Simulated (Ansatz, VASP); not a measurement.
# One calculation of Mo, two programs

```
Mo
1.0
     2.70759    0.00000    0.00000
    -1.35379    2.34484    0.00000
     0.00000    0.00000    2.60992
Mo
1
Direct
  0.00000 0.00000 0.50000
```

Change from the starting cell: strain -0.015 along x and y, +0.030 along z, atoms carried along.

Alike in both runs: task single point; functional r2SCAN; k mesh 24 × 24 × 24; occupations gaussian, width 0.15 eV; no spin polarisation.

|  | VASP | Ansatz |
| --- | --- | --- |
| version | VASP 6.6.1 | Ansatz 0.2.0 |
| potentials or method | VASP PAW PBE potentials, release 64 (Mo_sv), cutoff 520 eV | scalar-relativistic, plane waves, PAW |
| valence electrons in the cell | 14 | 14 |

```tsv
	VASP	Ansatz	Ansatz less VASP
gap on the k mesh at the Fermi level (eV)	none	none	-
pressure (GPa)	2.4	1.3	-1.04
traceless stress, the component that is largest in VASP (GPa)	-10.45	-10.46	-0.011
```

VASP's potentials were made for PBE, not for r2SCAN. A gap of «none» marks a metal or a gap that the smearing closes.
